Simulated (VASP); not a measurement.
# AlN (zinc blende type) (F-43m) in VASP: a series of runs

AlN (zinc blende type) is run at these levels: r2SCAN, HSE06; tasks: single point.

Everything below comes from runs of VASP 6.6.1. Logs are shortened: lines on timing, memory, paths and dates and some standing lists are left out, and cuts for length are marked.

## (1) The cell of the first run

Symmetry: F-43m, No. 216, cubic system. The conventional cell has a = 4.400 Å, b = 4.400 Å, c = 4.400 Å, α = 90.00°, β = 90.00°, γ = 90.00°. Al (site symmetry -43m) has 4 N at 1.91 Å within 2.5 Å. N (site symmetry -43m) has 4 Al at 1.91 Å within 2.5 Å.

## (2) Single point, r2SCAN

File POSCAR:

```
AlN
1.0
    0.0000000000      2.2000000000      2.2000000000
    2.2000000000      0.0000000000      2.2000000000
    2.2000000000      2.2000000000      0.0000000000
Al N
1 1
Direct
    0.0000000000      0.0000000000      0.0000000000
    0.2500000000      0.2500000000      0.2500000000
```

File INCAR.step1:

```
PREC = Accurate ; ENCUT = 520
ISMEAR = -1 ; SIGMA = 0.02
LREAL = False ; LASPH = True
NELM = 80 ; NBANDS = 11
GGA = PE ; ALGO = Normal
EDIFF = 1E-4 ; LWAVE = True
LCHARG = False
```

File INCAR.step2:

```
PREC = Accurate ; ENCUT = 520
EDIFF = 1E-6 ; ISMEAR = -1
SIGMA = 0.02 ; LREAL = False
LASPH = True ; NELM = 80
ALGO = Normal ; ISIF = 2
LWAVE = False ; LCHARG = True
METAGGA = R2SCAN ; LMIXTAU = True
LELF = True ; LVHAR = True
NBANDS = 11 ; ISTART = 1
```

File KPOINTS:

```
regular mesh
0
Gamma
  6 6 6
```

Potentials or basis: VASP PAW PBE potentials, release 64 (Al, N).

Started as:

```sh
cat potpaw_PBE.64/Al/POTCAR potpaw_PBE.64/N/POTCAR > POTCAR
cp INCAR.step1 INCAR
mpirun -np 1 vasp_std > vasp.out
cp INCAR.step2 INCAR
mpirun -np 1 vasp_std > vasp.out
```

OUTCAR:

```text
PREC = Accurate
   ENCUT = 520
   EDIFF = 1E-6
   ISMEAR = -1
   LREAL = False
   LASPH = True
   NELM = 80
   ISIF = 2
   METAGGA = R2SCAN
   ISTART = 1

 ion  position               nearest neighbor table
   1  0.000  0.000  0.000-   2 1.91   2 1.91   2 1.91   2 1.91
   2  0.250  0.250  0.250-   1 1.91   1 1.91   1 1.91   1 1.91

  LATTYP: Found a face centered cubic cell.
 ALAT       =     4.4000000000

  Lattice vectors:

 A1 = (   0.0000000000,   2.2000000000,   2.2000000000)
 A2 = (   2.2000000000,   0.0000000000,   2.2000000000)
 A3 = (   2.2000000000,   2.2000000000,   0.0000000000)

Analysis of symmetry for initial positions (statically):
=====================================================================
 Subroutine PRICEL returns:
 Original cell was already a primitive cell.

 Routine SETGRP: Setting up the symmetry group for a
 face centered cubic supercell.

 Subroutine GETGRP returns: Found 24 space group operations
 (whereof 24 operations were pure point group operations)
 out of a pool of 48 trial point group operations.

The static configuration has the point symmetry T_d .

Analysis of symmetry for dynamics (positions and initial velocities):
=====================================================================
 Subroutine PRICEL returns:
 Original cell was already a primitive cell.

 Routine SETGRP: Setting up the symmetry group for a
 face centered cubic supercell.

 Subroutine GETGRP returns: Found 24 space group operations
 (whereof 24 operations were pure point group operations)
 out of a pool of 48 trial point group operations.

The dynamic configuration has the point symmetry T_d .

 Subroutine INISYM returns: Found 24 space group operations
 (whereof 24 operations are pure point group operations),
 and found     1 'primitive' translations

----------------------------------------------------------------------------------------

                                     Primitive cell

  volume of cell :      21.2960

  direct lattice vectors                    reciprocal lattice vectors
     0.000000000  2.200000000  2.200000000    -0.227272727  0.227272727  0.227272727
     2.200000000  0.000000000  2.200000000     0.227272727 -0.227272727  0.227272727
     2.200000000  2.200000000  0.000000000     0.227272727  0.227272727 -0.227272727

  length of vectors
[... 78 lines left out ...]
   NFREE  =      0    steps in history (QN), initial steepest desc. (CG)
   ISIF   =      2    stress and relaxation
   ISYM   =      2    0-nonsym 1-usesym 2-fastsym
   POTIM  = 0.5000    time-step for ionic-motion
   TEBEG  =    0.0;   TEEND  =   0.0 temperature during run
   PSTRESS=    0.0 pullay stress
   NELECT =       8.0000    total number of electrons
   NUPDOWN=      -1.0000    fix difference up-down
   EMIN   =  10.00;   EMAX   =-10.00  energy-range for DOS
   EFERMI =   0.00;   METHOD = LEGACY
   ISMEAR =    -1;   SIGMA  =   0.02  broadening in eV -4-tet -1-fermi 0-gaus
   EFERMI_NEDOS =   21; number of points for ismear=-14 and -15
   IALGO  =     38    algorithm
   IMIX   =      4    mixing-type and parameters
     AMIX     =   0.40;   BMIX     =  1.00
     AMIX_MAG =   1.60;   BMIX_MAG =  1.00
  volume/ion in A,a.u.               =      10.65        71.86
  Fermi-wavevector in a.u.,A,eV,Ry     =   1.181242  2.232223 18.984648  1.395332
  Thomas-Fermi vector in A             =   2.317519
   LORBIT       =      0    0 simple, 1 ext, 2 COOP (PROOUT), +10 PAW based schemes
   METAGGA = R2SCAN    functional components
   LHFCALC =     F    Hartree Fock is set to
   AEXX    =    0.0000 exact exchange contribution
   IVDW    =     0    specifies the selected vdW correction
   LEPSILON=     F    determine dielectric tensor
   LRPA    =     F    only Hartree local field effects (RPA)
 non-spin polarized calculation
  energy-cutoff  :      520.00
  volume of cell :       21.30
 maximum number of plane-waves:       588
   NGX = 11   NGY = 11   NGZ = 11

 number of electron       8.0000001 magnetization

 Free energy of the ion-electron system (eV)
  ---------------------------------------------------
  ext. energy  EPLUGINS =         0.00000000
  ---------------------------------------------------
  free energy    TOTEN  =       -19.17188459 eV

  energy without entropy =      -19.17188459  energy(sigma->0) =      -19.17188459

 E-fermi :   5.9670     XC(G=0): -11.3192

 val. band max:        5.4926560650   @ k =   0.0000   0.0000   0.0000
 cond. band min:       9.4081660030   @ k =   0.5000   0.5000   0.0000
 fundamental gap:      3.9155099380
 Fermi energy:         5.9669571344

 k-point     1 :       0.0000    0.0000    0.0000
  band No.  band energies     occupation
      1     -10.1233      2.00000
      2       5.4927      2.00000
      3       5.4927      2.00000
      4       5.4927      2.00000
      5      10.1807      0.00000
      6      18.7885      0.00000
      7      18.7885      0.00000
      8      18.7885      0.00000
      9      23.8444      0.00000
     10      23.8444      0.00000
     11      25.5086      0.00000
[... 197 lines left out ...]
 k-point    16 :      -0.3333    0.5000    0.1667
  band No.  band energies     occupation
      1      -7.5289      2.00000
      2       1.2007      2.00000
      3       2.7241      2.00000
      4       3.0424      2.00000
      5      11.3305      0.00000
      6      16.5558      0.00000
      7      19.2135      0.00000
      8      19.3811      0.00000
      9      23.0070      0.00000
     10      26.6635      0.00000
     11      30.9238      0.00000

------------------------ aborting loop because EDIFF is reached ----------------------------------------

  FORCE on cell =-STRESS in cart. coord.  units (eV):
  Direction    XX          YY          ZZ          XY          YZ          ZX
  --------------------------------------------------------------------------------------
  -------------------------------------------------------------------------------------
  Total       -0.6086818     -0.6086818     -0.6086818      0.0000000      0.0000000      0.0000000
  in kB      -45.7933965    -45.7933965    -45.7933965      0.0000000      0.0000000      0.0000000
  external PRESSURE =     -45.7933965 kB  Pullay stress =       0.0000000 kB

 VOLUME and BASIS-vectors are now :
 -----------------------------------------------------------------------------
  energy-cutoff  :      520.00
  volume of cell :       21.30
      direct lattice vectors                 reciprocal lattice vectors
     0.000000000  2.200000000  2.200000000    -0.227272727  0.227272727  0.227272727
     2.200000000  0.000000000  2.200000000     0.227272727 -0.227272727  0.227272727
     2.200000000  2.200000000  0.000000000     0.227272727  0.227272727 -0.227272727

 POSITION                                       TOTAL-FORCE (eV/Angst)
 -----------------------------------------------------------------------------------
      0.00000      0.00000      0.00000        -0.000000     -0.000000     -0.000000
      1.10000      1.10000      1.10000         0.000000      0.000000      0.000000
 -----------------------------------------------------------------------------------
    total drift:                                0.000001      0.000001      0.000001

  FREE ENERGIE OF THE ION-ELECTRON SYSTEM (eV)
  ---------------------------------------------------
  free  energy   TOTEN  =       -19.1718845927 eV

  energy  without entropy=      -19.1718845927  energy(sigma->0) =      -19.17188459
```

OUTCAR.step1:

```text
PREC = Accurate
   ENCUT = 520
   ISMEAR = -1
   LREAL = False
   LASPH = True
[... 433 lines left out ...]
      0.00000      0.00000      0.00000        -0.000000     -0.000000     -0.000000
      1.10000      1.10000      1.10000         0.000000      0.000000      0.000000
 -----------------------------------------------------------------------------------
    total drift:                                0.000000      0.000000      0.000000

  FREE ENERGIE OF THE ION-ELECTRON SYSTEM (eV)
  ---------------------------------------------------
  free  energy   TOTEN  =       -14.8455591896 eV

  energy  without entropy=      -14.8455591896  energy(sigma->0) =      -14.84555919
```

Run time: 51 s. Hardware: 1 thread of AMD EPYC, shared host; peak memory 0.1 GiB.

Results:

* Free energy: -19.1719 eV
* Pressure: -4.6 GPa
* Band gap on the k mesh: 3.92 eV, indirect (least direct gap 4.69 eV)

Levels at points of the mesh, in eV from the valence-band top:
```tsv
k point	band 1	band 2	band 3	band 4	band 5	band 6	band 7	band 8	band 9
(0.00, 0.00, 0.00)	-15.62	0.00	0.00	0.00	4.69	13.30	13.30	13.30	18.35
(0.50, 0.00, 0.00)	-13.67	-5.80	-0.48	-0.48	8.00	10.66	11.80	11.80	19.02
(0.50, 0.50, 0.00)	-13.06	-4.88	-1.78	-1.78	3.92	9.34	14.89	16.67	16.67
```

Caveat: the PAW data sets were made with another functional, which shifts forces and pressure a little.

## (3) Single point, r2SCAN

POSCAR is that of step 2.

File INCAR.step1:

```
SYSTEM = AlN
PREC     = Accurate       ! precision mode
ENCUT    = 520            ! plane-wave cutoff, eV
ISMEAR   = -1             ! smearing method
SIGMA    = 0.02           ! smearing width, eV
LREAL    = .False.        ! projectors in reciprocal space
LASPH    = .True.         ! aspherical terms in the spheres
NELM     = 60             ! most SCF steps
NBANDS   = 11             ! bands
GGA      = PE             ! functional
ALGO     = Normal         ! electronic algorithm
EDIFF    = 1E-4           ! SCF threshold, eV
LWAVE    = .True.         ! write WAVECAR
LCHARG   = .False.        ! write CHGCAR
```

File INCAR.step2:

```
SYSTEM = AlN
PREC     = Accurate       ! precision mode
ENCUT    = 520            ! plane-wave cutoff, eV
EDIFF    = 1E-6           ! SCF threshold, eV
ISMEAR   = -1             ! smearing method
SIGMA    = 0.02           ! smearing width, eV
LREAL    = .False.        ! projectors in reciprocal space
LASPH    = .True.         ! aspherical terms in the spheres
NELM     = 60             ! most SCF steps
ALGO     = Normal         ! electronic algorithm
ISIF     = 2              ! what is computed and relaxed
LWAVE    = .False.        ! write WAVECAR
LCHARG   = .True.         ! write CHGCAR
METAGGA  = R2SCAN         ! meta-GGA
LMIXTAU  = .True.       
LELF     = .True.         ! ELF
LVHAR    = .True.       
NBANDS   = 11             ! bands
ISTART   = 1
```

File KPOINTS:

```
Automatic mesh
0
Gamma
  6 6 6
  0 0 0
```

Potentials or basis: VASP PAW PBE potentials, release 64 (Al, N).

Started as:

```sh
cat potpaw_PBE.64/Al/POTCAR potpaw_PBE.64/N/POTCAR > POTCAR
cp INCAR.step1 INCAR
mpirun -np 1 vasp_std > vasp.out
cp INCAR.step2 INCAR
mpirun -np 1 vasp_std > vasp.out
```

Wall time 49 s (1 thread of AMD EPYC, shared host); peak memory 0.11 GiB.

The run converged. Its results:

| Item | Value |
| --- | --- |
| Free energy | -19.1719 eV |
| Pressure | -4.6 GPa |
| Band gap on the k mesh | 3.92 eV, indirect (least direct gap 4.69 eV) |

Levels at points of the mesh, in eV from the valence-band top:
```
           k point  band 1  band 2  band 3  band 4  band 5  band 6  band 7  band 8
(0.00, 0.00, 0.00)  -15.62    0.00    0.00    0.00    4.69   13.30   13.30   13.30
(0.50, 0.00, 0.00)  -13.67   -5.80   -0.48   -0.48    8.00   10.66   11.80   11.80
(0.50, 0.50, 0.00)  -13.06   -4.88   -1.78   -1.78    3.92    9.34   14.89   16.67
```

Caveat: the PAW data sets were made with another functional, which shifts forces and pressure a little. r2SCAN opens gaps a little over a GGA but as a rule still falls short of measured ones.

[end of part 1 of 2]
